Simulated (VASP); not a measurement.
# MoS2 (P6_3/mmc) in VASP: a series of runs, part 2 of 2

VASP 6.6.1. Earlier steps stand in the parts before.

### 3 Single point, PBEsol

This run uses another cell than the first one, of 17.92 Å³/atom.

INCAR reads:

```
SYSTEM = MoS2
ALGO = Normal ; EDIFF = 1E-6
ENCUT = 520 ; GGA = PS
ISIF = 2 ; ISMEAR = 0
ISYM = 0 ; LASPH = .TRUE.
LCHARG = .TRUE. ; LELF = .TRUE.
LREAL = .FALSE. ; LVHAR = .TRUE.
LWAVE = .FALSE. ; NBANDS = 35
NELM = 60 ; PREC = Accurate
SIGMA = 0.02
```

KPOINTS reads:

```
Automatic mesh
0
Gamma
  12 12 4
  0.5 0.5 0.5
```

POSCAR reads:

```
MoS2
1.0
    3.1414322132      0.0000000000      0.0000000000
   -1.5707161066      2.7205601009      0.0000000000
    0.0000000000      0.0000000000     12.5788195080
Mo S
2 4
Direct
    0.3333333333      0.6666666667      0.2500000000
    0.6666666667      0.3333333333      0.7500000000
    0.3333333333      0.6666666667      0.6260538420
    0.6666666667      0.3333333333      0.1260538420
    0.3333333333      0.6666666667      0.8739461580
    0.6666666667      0.3333333333      0.3739461580
```

Potentials or basis: VASP PAW PBE potentials, release 64 (Mo_sv, S).

The run is started by

```sh
cat potpaw_PBE.64/Mo_sv/POTCAR potpaw_PBE.64/S/POTCAR > POTCAR
mpirun -np 1 vasp_std > vasp.out
```

OUTCAR:

```text
SYSTEM = MoS2
   EDIFF = 1E-6
   ENCUT = 520
   GGA = PS
   ISIF = 2
   ISMEAR = 0
   ISYM = 0
   LASPH = .TRUE.
   LREAL = .FALSE.
   NELM = 60
   PREC = Accurate

 ion  position               nearest neighbor table
   1  0.333  0.667  0.250-   4 2.39   6 2.39   4 2.39   6 2.39   4 2.39   6 2.39
   2  0.667  0.333  0.750-   3 2.39   5 2.39   3 2.39   5 2.39   3 2.39   5 2.39
   3  0.333  0.667  0.626-   2 2.39   2 2.39   2 2.39
   4  0.667  0.333  0.126-   1 2.39   1 2.39   1 2.39
   5  0.333  0.667  0.874-   2 2.39   2 2.39   2 2.39
   6  0.667  0.333  0.374-   1 2.39   1 2.39   1 2.39

IMPORTANT INFORMATION: All symmetrisations will be switched off!
NOSYMM: (Re-)initialisation of all symmetry stuff for point group C_1.

----------------------------------------------------------------------------------------

                                     Primitive cell

  volume of cell :     107.5043

  direct lattice vectors                    reciprocal lattice vectors
     3.141432213  0.000000000  0.000000000     0.318326143  0.183785684  0.000000000
[... 146 lines left out ...]
 fundamental gap:      1.0908888008
 Fermi energy:         7.4996844169

 k-point     1 :       0.0417    0.0417    0.1250
  band No.  band energies     occupation
      1     -54.0207      2.00000
      2     -54.0203      2.00000
      3     -28.2299      2.00000
      4     -28.2296      2.00000
      5     -27.9941      2.00000
      6     -27.9938      2.00000
[... 901 lines left out ...]
     34      10.6727      0.00000
     35      14.8167      0.00000

 [... further k-points ...]

------------------------ aborting loop because EDIFF is reached ----------------------------------------

  FORCE on cell =-STRESS in cart. coord.  units (eV):
  Direction    XX          YY          ZZ          XY          YZ          ZX
  --------------------------------------------------------------------------------------
  -------------------------------------------------------------------------------------
  Total       -0.0138910     -0.0138823     -0.0394550      0.0000053      0.0000004     -0.0000003
  in kB       -0.2070233     -0.2068925     -0.5880121      0.0000795      0.0000062     -0.0000046
  external PRESSURE =      -0.3339760 kB  Pullay stress =       0.0000000 kB

 VOLUME and BASIS-vectors are now :
 -----------------------------------------------------------------------------
  energy-cutoff  :      520.00
  volume of cell :      107.50
      direct lattice vectors                 reciprocal lattice vectors
     3.141432213  0.000000000  0.000000000     0.318326143  0.183785684  0.000000000
    -1.570716107  2.720560101  0.000000000     0.000000000  0.367571369  0.000000000
     0.000000000  0.000000000 12.578819508     0.000000000  0.000000000  0.079498716

 POSITION                                       TOTAL-FORCE (eV/Angst)
 -----------------------------------------------------------------------------------
     -0.00000      1.81371      3.14470        -0.000000      0.000000      0.000000
      1.57072      0.90685      9.43411        -0.000000     -0.000000     -0.000001
     -0.00000      1.81371      7.87502        -0.000000      0.000000     -0.000043
      1.57072      0.90685      1.58561         0.000000     -0.000000     -0.000129
     -0.00000      1.81371     10.99321         0.000000      0.000000      0.000042
      1.57072      0.90685      4.70380         0.000000     -0.000000      0.000130
 -----------------------------------------------------------------------------------
    total drift:                                0.000001     -0.000000      0.000001

  FREE ENERGIE OF THE ION-ELECTRON SYSTEM (eV)
  ---------------------------------------------------
  free  energy   TOTEN  =       -46.9057706216 eV

  energy  without entropy=      -46.9057706216  energy(sigma->0) =      -46.90577062
```

OSZICAR:

```text
N       E                     dE             d eps       ncg     rms          rms(c)
DAV:   1     0.439620169446E+03    0.43962E+03   -0.29337E+04 66680   0.141E+03
DAV:   2    -0.267751209120E+02   -0.46640E+03   -0.45063E+03 72718   0.366E+02
DAV:   3    -0.493371251084E+02   -0.22562E+02   -0.22143E+02 73605   0.736E+01
DAV:   4    -0.497876243987E+02   -0.45050E+00   -0.44918E+00 71814   0.106E+01
DAV:   5    -0.497962145617E+02   -0.85902E-02   -0.85883E-02 71730   0.147E+00    0.367E+01
DAV:   6    -0.476203610569E+02    0.21759E+01   -0.11421E+01 66397   0.217E+01    0.123E+01
DAV:   7    -0.472765527702E+02    0.34381E+00   -0.52233E+00 64307   0.139E+01    0.834E+00
DAV:   8    -0.469062506254E+02    0.37030E+00   -0.85655E-01 65750   0.621E+00    0.297E+00
DAV:   9    -0.469139284724E+02   -0.76778E-02   -0.10489E-01 71016   0.159E+00    0.133E+00
DAV:  10    -0.469059089491E+02    0.80195E-02   -0.34099E-02 67094   0.125E+00    0.387E-01
DAV:  11    -0.469059173520E+02   -0.84029E-05   -0.18267E-03 66541   0.238E-01    0.185E-01
DAV:  12    -0.469057735401E+02    0.14381E-03   -0.32706E-04 67129   0.101E-01    0.104E-01
DAV:  13    -0.469057683224E+02    0.52177E-05   -0.14887E-04 70054   0.592E-02    0.786E-03
DAV:  14    -0.469057700185E+02   -0.16961E-05   -0.10260E-05 59405   0.169E-02    0.192E-02
DAV:  15    -0.469057706216E+02   -0.60310E-06   -0.16949E-06 53160   0.714E-03
   1 F= -.46905771E+02 E0= -.46905771E+02  d E =-.155129-100
```

stdout:

```text
POSCAR found type information on POSCAR MoS
 POSCAR found :  2 types and       6 ions
 scaLAPACK will be used
 -----------------------------------------------------------------------------
|                                                                             |
|                                                                             |
|     You enforced a specific xc type in the INCAR file but a different       |
|     I HOPE YOU KNOW WHAT YOU ARE DOING!                                     |
|                                                                             |
 -----------------------------------------------------------------------------

 LDA part: xc-table for (Slater+PW92), standard interpolation
 POSCAR, INCAR and KPOINTS ok, starting setup
 FFT: planning ... GRIDC
 FFT: planning ... GRID_SOFT
 FFT: planning ... GRID
 WAVECAR not read
 entering main loop
```

It took 20 min on 1 thread of Intel Xeon 6975P-C (Granite Rapids), shared host; peak memory 2.1 GiB.

Results:

```yaml
Free_energy: -46.9058 eV
Pressure: 0.0 GPa
Band_gap_on_the_k_mesh: 1.09 eV (least direct gap 1.87 eV)
```

Caveat: the PAW data sets were made with another functional, which shifts forces and pressure a little; a shifted mesh leaves out Γ, where band edges can lie; this functional lacks dispersion, which binds layers or chains, so the pressure and a relaxed spacing across them are unreliable.

### 4 Single point, PBEsol

This run uses another cell than the first one, of 17.92 Å³/atom.

INCAR reads:

```
SYSTEM = MoS2
ALGO     = Normal         ! electronic algorithm
EDIFF    = 1E-6           ! SCF threshold, eV
ENCUT    = 520            ! plane-wave cutoff, eV
GGA      = PS             ! functional
ISIF     = 2              ! what is computed and relaxed
ISMEAR   = 0              ! smearing method
LASPH    = .True.         ! aspherical terms in the spheres
LCHARG   = .False.        ! write CHGCAR
LREAL    = .False.        ! projectors in reciprocal space
LWAVE    = .False.        ! write WAVECAR
NBANDS   = 35             ! bands
NELM     = 60             ! most SCF steps
PREC     = Accurate       ! precision mode
SIGMA    = 0.02           ! smearing width, eV
```

KPOINTS reads:

```
k-points
0
Gamma
  12 12 4
  0 0 0
```

POSCAR reads:

```
MoS2
1.0
    3.1414322171      0.0000000000      0.0000000000
   -1.5707161086      2.7205601043      0.0000000000
    0.0000000000      0.0000000000     12.5788194824
Mo S
2 4
Direct
    0.3333333333      0.6666666667      0.2500000000
    0.6666666667      0.3333333333      0.7500000000
    0.3333333333      0.6666666667      0.6260538418
    0.6666666667      0.3333333333      0.1260538418
    0.3333333333      0.6666666667      0.8739461582
    0.6666666667      0.3333333333      0.3739461582
```

The run is started by

```sh
cat potpaw_PBE.64/Mo_sv/POTCAR potpaw_PBE.64/S/POTCAR > POTCAR
mpirun -np 1 vasp_std > vasp.out
```

Wall time 94 s (1 thread of Intel Xeon 6975P-C (Granite Rapids), shared host); peak memory 0.32 GiB.

Results (log left out):

* Free energy: -46.9058 eV
* Pressure: 0.0 GPa
* Band gap on the k mesh: 0.99 eV (least direct gap 1.75 eV)

Levels at points of the mesh, in eV from the valence-band top:
```csv
k point,band 22,band 23,band 24,band 25,band 26,band 27,band 28,band 29,band 30,band 31
"(0.00, 0.00, 0.00)",-2.03,-2.03,-1.31,-1.13,0.00,2.29,2.29,2.31,2.31,2.51
"(0.50, 0.00, 0.00)",-2.45,-1.55,-1.40,-1.31,-1.23,1.80,1.84,2.19,2.45,3.02
"(0.00, 0.00, 0.50)",-2.05,-2.05,-2.05,-0.29,-0.29,2.30,2.30,2.30,2.30,2.58
"(0.50, 0.00, 0.50)",-2.56,-1.48,-1.48,-1.27,-1.27,1.82,1.82,2.33,2.33,3.35
```

Caveat: the PAW data sets were made with another functional, which shifts forces and pressure a little; this functional lacks dispersion, which binds layers or chains, so the pressure and a relaxed spacing across them are unreliable.

### 5 Relaxation of cell and atoms, PBEsol

INCAR reads:

```
SYSTEM = MoS2
ALGO = Normal ; EDIFF = 1E-6
EDIFFG = -0.005 ; ENCUT = 600
GGA = PS ; IBRION = 2
ISIF = 3 ; ISMEAR = 0
LASPH = .True. ; LCHARG = .False.
LREAL = .False. ; LWAVE = .False.
NELM = 100 ; NSW = 100
PREC = Accurate ; SIGMA = 0.02
```

KPOINTS is that of step 4.

POSCAR reads:

```
MoS2
1.0
    3.1406367625      0.0000000000      0.0000000000
   -1.5703183812      2.7198712203      0.0000000000
    0.0000000000      0.0000000000     12.5226634569
Mo S
2 4
Direct
    0.3333333333      0.6666666667      0.2500000000
    0.6666666667      0.3333333333      0.7500000000
    0.3333333333      0.6666666667      0.6254538963
    0.6666666667      0.3333333333      0.1254538963
    0.3333333333      0.6666666667      0.8745461037
    0.6666666667      0.3333333333      0.3745461037
```

The run is started by

```sh
cat potpaw_PBE.64/Mo_sv/POTCAR potpaw_PBE.64/S/POTCAR > POTCAR
mpirun -np 1 vasp_std > vasp.out
```

Wall time 6.1 min (1 thread of AMD EPYC 9R45 (Zen 5), shared host); peak memory 0.37 GiB.

Results (log left out):

```
Free energy                           : -46.9073 eV
Relaxed volume                        : 17.84 Å³/atom
Relaxed cell                          : a = 3.142 Å, b = 3.142 Å, c = 12.522 Å, α = 90.00°, β = 90.00°, γ = 120.00°
Space group after relaxing (to 0.1 Å) : P6_3/mmc (No. 194)
Energy gained by relaxing             : 0.0 meV/atom
Ionic steps                           : 5
Pressure after relaxing               : 0.0 GPa
Largest force after relaxing          : 0.004 eV/Å
Band gap on the k mesh                : 0.97 eV (least direct gap 1.74 eV)
```

Forces on the atoms (eV/Å):
```
Mo   0.000  0.000  0.000
Mo   0.000  0.000  0.000
S    0.000  0.000  0.004
S    0.000  0.000  0.004
S    0.000  0.000 -0.004
S    0.000  0.000 -0.004
```

Final structure:
```
Mo S
1.0
     3.14185    0.00000    0.00000
    -1.57092    2.72092    0.00000
     0.00000    0.00000   12.52217
Mo S
2 4
Direct
  0.33333 0.66667 0.25000
  0.66667 0.33333 0.75000
  0.33333 0.66667 0.62550
  0.66667 0.33333 0.12550
  0.33333 0.66667 0.87450
  0.66667 0.33333 0.37450
```

Levels at points of the mesh, in eV from the valence-band top:
```csv
k point,band 23,band 24,band 25,band 26,band 27,band 28,band 29,band 30
"(0.00, 0.00, 0.00)",-2.05,-1.29,-1.15,0.00,2.27,2.27,2.29,2.29
"(0.50, 0.00, 0.00)",-1.58,-1.42,-1.34,-1.25,1.78,1.82,2.17,2.43
"(0.00, 0.00, 0.50)",-2.07,-2.07,-0.29,-0.29,2.28,2.28,2.28,2.28
"(0.50, 0.00, 0.50)",-1.50,-1.50,-1.29,-1.29,1.80,1.80,2.31,2.31
```

Caveat: the PAW data sets were made with another functional, which shifts forces and pressure a little; this functional lacks dispersion, which binds layers or chains, so the pressure and a relaxed spacing across them are unreliable. As with any semilocal functional, this PBEsol gap is likely too small.

### 6 The runs side by side

| task | cell | k mesh | cutoff (eV) | smearing | gap on the mesh (eV) | pressure (GPa) |
| --- | --- | --- | --- | --- | --- | --- |
| single point | a = 3.141, b = 3.141, c = 12.523 Å, angles 90.0, 90.0, 120.0°, 6 atoms, atomic positions A | 6 × 6 × 2 | 520 | gaussian 0.1 eV | 0.97 | 0.0 |
| single point | a = 3.141, b = 3.141, c = 12.579 Å, angles 90.0, 90.0, 120.0°, 6 atoms, atomic positions B | 12 × 12 × 4, shifted | 520 | gaussian 0.02 eV | 1.09 | 0.0 |
| single point | a = 3.141, b = 3.141, c = 12.579 Å, angles 90.0, 90.0, 120.0°, 6 atoms, atomic positions B | 12 × 12 × 4 | 520 | gaussian 0.02 eV | 0.99 | 0.0 |
| relaxation of cell and atoms | relaxed from a = 3.141, b = 3.141, c = 12.523 Å, angles 90.0, 90.0, 120.0°, 6 atoms, atomic positions A | 12 × 12 × 4 | 600 | gaussian 0.02 eV | 0.97 | 0.0 |

Alike in all rows: level PBEsol; potentials or basis VASP PAW PBE potentials, release 64 (Mo_sv, S); no spin polarisation.

Caveats: the PAW data sets were made with another functional, which shifts forces and pressure a little; this functional lacks dispersion, which binds layers or chains, so the pressure and a relaxed spacing across them are unreliable; a shifted mesh leaves out Γ, where band edges can lie (at least some runs).

Total energies depend on the potentials used, so only differences within one code and one set of settings carry meaning.

### 7 Against experiment

Step 2. Measured gap of MoS2: 1.3 eV (indirect; 300 K; “Multiwavelength excitation Raman Scattering Analysis of bulk and 2 dimensional MoS2: Vibrational properties of atomically thin MoS2 layers”, 2015, arxiv:1506.03228). This calculation gives 0.97 eV (-0.33 eV). Spin-orbit coupling on Mo is left out. The value is that of PBEsol on a finite k mesh, which can miss the band edges, without temperature or zero-point motion. Semilocal functionals fall short of measured gaps as a rule.

Step 3. Measured gap of MoS2: 1.3 eV (indirect; 300 K; “Multiwavelength excitation Raman Scattering Analysis of bulk and 2 dimensional MoS2: Vibrational properties of atomically thin MoS2 layers”, 2015, arxiv:1506.03228). This calculation gives 1.09 eV (-0.21 eV). Spin-orbit coupling on Mo is left out. The value is that of PBEsol on a finite k mesh, which can miss the band edges, without temperature or zero-point motion. Semilocal functionals fall short of measured gaps as a rule.

Step 4. Against the measured gap of MoS2, 1.3 eV (indirect; 300 K; “Multiwavelength excitation Raman Scattering Analysis of bulk and 2 dimensional MoS2: Vibrational properties of atomically thin MoS2 layers”, 2015, arxiv:1506.03228), the calculated 0.99 eV is off by -0.31 eV. Spin-orbit coupling on Mo is left out. The value is that of PBEsol on a finite k mesh, which can miss the band edges, without temperature or zero-point motion. Semilocal functionals fall short of measured gaps as a rule.
